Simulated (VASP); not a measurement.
# AlAu2 (I4/mmm) in VASP: further runs

The runs below take AlAu2 through single point, with LDA.

All numbers are computed with VASP 6.6.1; they aren't measurements. Logs are shortened: lines on timing, memory, paths and dates and some standing lists are left out, and cuts for length are marked.

## (1) The cell of the first run

Symmetry: I4/mmm, No. 139, tetragonal system. The conventional cell has a = 3.335 Å, b = 3.335 Å, c = 8.503 Å, α = 90.00°, β = 90.00°, γ = 90.00°. Within 3.5 Å of Al (site symmetry 4/mmm) lie 10 Au at 2.66 to 3.01 Å and 4 Al at 3.33 Å. Au (site symmetry 4mm) has 9 Au at 2.47 to 3.33 Å and 5 Al at 2.66 to 3.01 Å within 3.4 Å.

## (2) Single point, LDA

Input file INCAR:

```
ALGO = Fast
EDIFF = 1E-6
ENCUT = 520
ISIF = 2
ISMEAR = 0
LASPH = True
LCHARG = False
LREAL = False
LWAVE = False
NBANDS = 20
NELM = 80
PREC = Accurate
SIGMA = 0.15
```

Input file KPOINTS:

```
k-points
0
Gamma
  16 16 16
```

Input file POSCAR:

```
AlAu2
1.0
   -1.6672819666      1.6672819666      4.2514022866
    1.6672819666     -1.6672819666      4.2514022866
    1.6672819666      1.6672819666     -4.2514022866
Al Au
1 2
Direct
    0.0000000000      0.0000000000      0.0000000000
    0.6454920683      0.6454920683      0.0000000000
    0.3545079317      0.3545079317      0.0000000000
```

Potentials or basis: VASP PAW LDA potentials, release 64 (Al, Au).

Run with:

```
$ cat potpaw_LDA.64/Al/POTCAR potpaw_LDA.64/Au/POTCAR > POTCAR
$ mpirun -np 1 vasp_std > vasp.out
```

OUTCAR:

```text
EDIFF = 1E-6
   ENCUT = 520
   ISIF = 2
   ISMEAR = 0
   LASPH = True
   LREAL = False
   NELM = 80
   PREC = Accurate

 ion  position               nearest neighbor table
   1  0.000  0.000  0.000-   2 2.66   2 2.66   2 2.66   3 2.66   2 2.66   3 2.66   3 2.66   3 2.66
                             2 3.01   3 3.01
   2  0.645  0.645  0.000-   3 2.47   1 2.66   1 2.66   1 2.66   1 2.66   3 2.95   3 2.95   3 2.95
                             3 2.95   1 3.01
   3  0.355  0.355  0.000-   2 2.47   1 2.66   1 2.66   1 2.66   1 2.66   2 2.95   2 2.95   2 2.95
                             2 2.95   1 3.01

  LATTYP: Found a body centered tetragonal cell.
 ALAT       =     3.3345639332
 C/A-ratio  =     2.5499000000

  Lattice vectors:

 A1 = (  -1.6672819666,   1.6672819666,   4.2514022866)
 A2 = (   1.6672819666,  -1.6672819666,   4.2514022866)
 A3 = (   1.6672819666,   1.6672819666,  -4.2514022866)

Analysis of symmetry for initial positions (statically):
=====================================================================
 Subroutine PRICEL returns:
 Original cell was already a primitive cell.

 Routine SETGRP: Setting up the symmetry group for a
 body centered tetragonal supercell.

 Subroutine GETGRP returns: Found 16 space group operations
 (whereof 16 operations were pure point group operations)
 out of a pool of 16 trial point group operations.

The static configuration has the point symmetry D_4h.

Analysis of symmetry for dynamics (positions and initial velocities):
=====================================================================
 Subroutine PRICEL returns:
 Original cell was already a primitive cell.

 Routine SETGRP: Setting up the symmetry group for a
 body centered tetragonal supercell.

 Subroutine GETGRP returns: Found 16 space group operations
 (whereof 16 operations were pure point group operations)
 out of a pool of 16 trial point group operations.

The dynamic configuration has the point symmetry D_4h.

 Subroutine INISYM returns: Found 16 space group operations
 (whereof 16 operations are pure point group operations),
 and found     1 'primitive' translations

----------------------------------------------------------------------------------------

                                     Primitive cell

  volume of cell :      47.2727

  direct lattice vectors                    reciprocal lattice vectors
    -1.667281967  1.667281967  4.251402287     0.000000000  0.299889287  0.117608254
     1.667281967 -1.667281967  4.251402287     0.299889287  0.000000000  0.117608254
     1.667281967  1.667281967 -4.251402287     0.299889287  0.299889287  0.000000000

  length of vectors
     4.861489454  4.861489454  4.861489454     0.322126195  0.322126195  0.424107497

  position of ions in fractional coordinates (direct lattice)
     0.000000000  0.000000000  0.000000000
     0.645492068  0.645492068  0.000000000
     0.354507932  0.354507932  0.000000000

  ion indices of the primitive-cell ions
   primitive index   ion index
                 1           1
                 2           2
                 3           3

----------------------------------------------------------------------------------------

 KPOINTS: k-points

Automatic generation of k-mesh.
 Grid dimensions read from file:
 generate k-points for:   16   16   16

 Generating k-lattice:

  Cartesian coordinates                     Fractional coordinates (reciprocal lattice)
     0.000000000  0.018743080  0.007350516     0.062500000  0.000000000  0.000000000
     0.018743080  0.000000000  0.007350516     0.000000000  0.062500000  0.000000000
     0.018743080  0.018743080  0.000000000     0.000000000  0.000000000  0.062500000

  Length of vectors
     0.020132887  0.020132887  0.026506719

  Shift w.r.t. Gamma in fractional coordinates (k-lattice)
     0.000000000  0.000000000  0.000000000

 Subroutine IBZKPT returns following result:
 ===========================================

 Found    349 irreducible k-points:

 Following reciprocal coordinates:
            Coordinates               Weight
  0.000000  0.000000  0.000000      1.000000
  0.062500  0.000000  0.000000      8.000000
  0.125000  0.000000  0.000000      8.000000
  0.187500  0.000000  0.000000      8.000000
  0.250000  0.000000  0.000000      8.000000
  0.312500  0.000000  0.000000      8.000000
[... 16 lines left out ...]
 -0.125000  0.062500  0.000000     16.000000
 -0.062500  0.062500  0.000000      4.000000
 [... further k-points ...]
   k-points           NKPTS =    349   k-points in BZ     NKDIM =    349   number of bands    NBANDS=     20
   number of dos      NEDOS =    301   number of ions     NIONS =      3
   total plane-waves  NPLWV =  46656
   dimension x,y,z NGX =    36 NGY =   36 NGZ =   36
   dimension x,y,z NGXF=    72 NGYF=   72 NGZF=   72
   ions per type =               1   2
   NGX,Y,Z   is equivalent  to a cutoff of  12.31, 12.31, 12.31 a.u.
   NGXF,Y,Z  is equivalent  to a cutoff of  24.62, 24.62, 24.62 a.u.
 SYSTEM =  unknown system
   PREC   = accura    normal or accurate (medium, high low for compatibility)
   ISTART =      0    job   : 0-new  1-cont  2-samecut
   ICHARG =      2    charge: 1-file 2-atom 10-const
   ISPIN  =      1    spin polarized calculation?
   LNONCOLLINEAR =      F non collinear calculations
   LSORBIT =      F    spin-orbit coupling
   LASPH  =      T    aspherical Exc in radial PAW
   ENCUT  =  520.0 eV  38.22 Ry    6.18 a.u.   9.04  9.04  9.04*2*pi/ulx,y,z
   NELM   =     80;   NELMIN=  2; NELMDL= -5     # of ELM steps
   EDIFF  = 0.1E-05   stopping-criterion for ELM
   LREAL  =      F    real-space projection
   EDIFFG = 0.1E-04   stopping-criterion for IOM
   NSW    =      0    number of steps for IOM
   IBRION =     -1    ionic relax: 0-MD 1-quasi-New 2-CG
   NFREE  =      0    steps in history (QN), initial steepest desc. (CG)
   ISIF   =      2    stress and relaxation
   ISYM   =      2    0-nonsym 1-usesym 2-fastsym
   POTIM  = 0.5000    time-step for ionic-motion
   TEBEG  =    0.0;   TEEND  =   0.0 temperature during run
   PSTRESS=    0.0 pullay stress
   NELECT =      25.0000    total number of electrons
   NUPDOWN=      -1.0000    fix difference up-down
   EMIN   =  10.00;   EMAX   =-10.00  energy-range for DOS
   EFERMI =   0.00;   METHOD = LEGACY
   ISMEAR =     0;   SIGMA  =   0.15  broadening in eV -4-tet -1-fermi 0-gaus
   EFERMI_NEDOS =   21; number of points for ismear=-14 and -15
   IALGO  =     68    algorithm
   IMIX   =      4    mixing-type and parameters
     AMIX     =   0.40;   BMIX     =  1.00
     AMIX_MAG =   1.60;   BMIX_MAG =  1.00
  volume/ion in A,a.u.               =      15.76       106.34
  Fermi-wavevector in a.u.,A,eV,Ry     =   1.323888  2.501786 23.846668  1.752681
  Thomas-Fermi vector in A             =   2.453463
   LORBIT       =      0    0 simple, 1 ext, 2 COOP (PROOUT), +10 PAW based schemes
   GGA     = CA    functional components
   LHFCALC =     F    Hartree Fock is set to
   AEXX    =    0.0000 exact exchange contribution
   IVDW    =     0    specifies the selected vdW correction
   LEPSILON=     F    determine dielectric tensor
   LRPA    =     F    only Hartree local field effects (RPA)
 non-spin polarized calculation
 RMM-DIIS sequential band-by-band and
 Gauss-broadening in eV      SIGMA  =   0.15
  energy-cutoff  :      520.00
  volume of cell :       47.27
 maximum number of plane-waves:      1290
   NGX = 19   NGY = 19   NGZ = 19

 number of electron      25.0000000 magnetization

 Free energy of the ion-electron system (eV)
  ---------------------------------------------------
  ext. energy  EPLUGINS =         0.00000000
  ---------------------------------------------------
  free energy    TOTEN  =       -13.86339767 eV

  energy without entropy =      -13.85564571  energy(sigma->0) =      -13.85952169

 E-fermi :  10.1810     XC(G=0): -12.4578

 val. band max:       10.1803676860   @ k =   0.3125   0.3125   0.0000
 cond. band min:      10.1841451425   @ k =  -0.2500   0.2500   0.0625
 fundamental gap:      0.0037774565
 Fermi energy:        10.1810053503

 k-point     1 :       0.0000    0.0000    0.0000
  band No.  band energies     occupation
      1      -1.2136      2.00000
      2       3.3440      2.00000
      3       3.8685      2.00000
      4       3.9740      2.00000
      5       4.4797      2.00000
      6       4.5838      2.00000
[... 12 lines left out ...]
     19      17.7808      0.00000
     20      18.8304      0.00000

 k-point     2 :       0.0625    0.0000    0.0000
  band No.  band energies     occupation
      1      -1.1432      2.00000
      2       3.3570      2.00000
      3       3.8743      2.00000
      4       3.9904      2.00000
      5       4.2836      2.00000
      6       4.4873      2.00000
[... 12 lines left out ...]
     19      18.3346      0.00000
     20      19.5989      0.00000

 k-point     3 :       0.1250    0.0000    0.0000
  band No.  band energies     occupation
      1      -0.9346      2.00000
      2       3.3708      2.00000
      3       3.8477      2.00000
      4       3.9322      2.00000
      5       4.1660      2.00000
      6       4.3210      2.00000
[... 12 lines left out ...]
     19      19.5835      0.00000
     20      20.6956      0.00000

 k-point     4 :       0.1875    0.0000    0.0000
  band No.  band energies     occupation
      1      -0.5957      2.00000
      2       3.2997      2.00000
      3       3.5898      2.00000
      4       3.9329      2.00000
      5       4.1666      2.00000
      6       4.3630      2.00000
[... 12 lines left out ...]
     19      20.8417      0.00000
     20      21.4655      0.00000

 k-point     5 :       0.2500    0.0000    0.0000
  band No.  band energies     occupation
      1      -0.1418      2.00000
      2       3.0238      2.00000
      3       3.4925      2.00000
      4       3.9386      2.00000
      5       4.0471      2.00000
      6       4.6841      2.00000
[... 12 lines left out ...]
     19      21.4243      0.00000
     20      22.2631      0.00000

 k-point     6 :       0.3125    0.0000    0.0000
  band No.  band energies     occupation
      1       0.3999      2.00000
      2       2.7082      2.00000
      3       3.4730      2.00000
      4       3.9196      2.00000
      5       3.9719      2.00000
      6       4.6181      2.00000
[... 12 lines left out ...]
     19      21.3164      0.00000
     20      21.9670      0.00000

 k-point     7 :       0.3750    0.0000    0.0000
  band No.  band energies     occupation
      1       0.9819      2.00000
      2       2.4378      2.00000
      3       3.4686      2.00000
      4       3.8676      2.00000
      5       3.9429      2.00000
      6       4.4424      2.00000
[... 12 lines left out ...]
     19      20.8786      0.00000
     20      21.9777      0.00000
[... 277 lines left out ...]
 k-point    20 :      -0.3125    0.0625    0.0000
  band No.  band energies     occupation
      1       0.3760      2.00000
      2       2.7644      2.00000
      3       3.5558      2.00000
      4       3.9181      2.00000
      5       3.9894      2.00000
      6       4.6383      2.00000
[... 12 lines left out ...]
     19      20.5603      0.00000
     20      22.3345      0.00000

 k-point    21 :      -0.2500    0.0625    0.0000
  band No.  band energies     occupation
      1      -0.1514      2.00000
      2       3.1078      2.00000
      3       3.5800      2.00000
      4       3.9913      2.00000
      5       4.0020      2.00000
      6       4.5869      2.00000
[... 12 lines left out ...]
     19      21.3832      0.00000
     20      22.2100      0.00000

 k-point    22 :      -0.1875    0.0625    0.0000
  band No.  band energies     occupation
      1      -0.5866      2.00000
      2       3.4489      2.00000
      3       3.6281      2.00000
      4       3.9865      2.00000
      5       4.0957      2.00000
      6       4.2590      2.00000
[... 12 lines left out ...]
     19      20.9641      0.00000
     20      21.9302      0.00000

 k-point    23 :      -0.1250    0.0625    0.0000
  band No.  band energies     occupation
      1      -0.9052      2.00000
      2       3.5105      2.00000
      3       3.8936      2.00000
      4       3.9567      2.00000
      5       4.0728      2.00000
      6       4.2042      2.00000
[... 12 lines left out ...]
     19      19.6304      0.00000
     20      21.2731      0.00000

 k-point    24 :      -0.0625    0.0625    0.0000
  band No.  band energies     occupation
      1      -1.0931      2.00000
      2       3.4329      2.00000
      3       3.9078      2.00000
      4       3.9764      2.00000
      5       4.2226      2.00000
      6       4.3287      2.00000
[... 12 lines left out ...]
     19      18.4334      0.00000
     20      20.2177      0.00000

 [... further k-points ...]

------------------------ aborting loop because EDIFF is reached ----------------------------------------

  FORCE on cell =-STRESS in cart. coord.  units (eV):
  Direction    XX          YY          ZZ          XY          YZ          ZX
  --------------------------------------------------------------------------------------
  -------------------------------------------------------------------------------------
  Total       -0.2239721     -0.2239721      5.5665708      0.0000000      0.0000000      0.0000000
  in kB       -7.5909153     -7.5909153    188.6635590      0.0000000      0.0000000      0.0000000
  external PRESSURE =      57.8272428 kB  Pullay stress =       0.0000000 kB

 VOLUME and BASIS-vectors are now :
 -----------------------------------------------------------------------------
  energy-cutoff  :      520.00
  volume of cell :       47.27
      direct lattice vectors                 reciprocal lattice vectors
    -1.667281967  1.667281967  4.251402287     0.000000000  0.299889287  0.117608254
     1.667281967 -1.667281967  4.251402287     0.299889287  0.000000000  0.117608254
     1.667281967  1.667281967 -4.251402287     0.299889287  0.299889287  0.000000000

 POSITION                                       TOTAL-FORCE (eV/Angst)
 -----------------------------------------------------------------------------------
      0.00000      0.00000      0.00000         0.000000      0.000000      0.000000
      0.00000      0.00000      5.48849        -0.000000     -0.000000      3.118197
      0.00000      0.00000      3.01431         0.000000      0.000000     -3.118197
 -----------------------------------------------------------------------------------
    total drift:                                0.000000      0.000000     -0.000000

  FREE ENERGIE OF THE ION-ELECTRON SYSTEM (eV)
  ---------------------------------------------------
  free  energy   TOTEN  =       -13.8633976665 eV

  energy  without entropy=      -13.8556457099  energy(sigma->0) =      -13.85952169
```

Wall time 9.6 min (1 thread of Intel Xeon Platinum 8375C at 2.90GHz (Ice Lake), shared host); peak memory 0.41 GiB.

Results:

```
Free energy            : -13.8634 eV
Pressure               : 5.8 GPa
Largest force          : 3.118 eV/Å
Band gap on the k mesh : zero (an odd number of electrons rules out a gap without spin polarisation)
```

Forces in eV/Å, atoms in the order of the input:
```
Al   0.000  0.000  0.000
Au   0.000  0.000  3.118
Au   0.000  0.000 -3.118
```

Caveat: the cell stands under pressure; spin-orbit coupling is left out, which moves the levels of the heavy elements; forces of over 1 eV/Å act on the atoms, so gaps and moduli don't describe the material at rest.

(Part 1 of 3 ends here.)
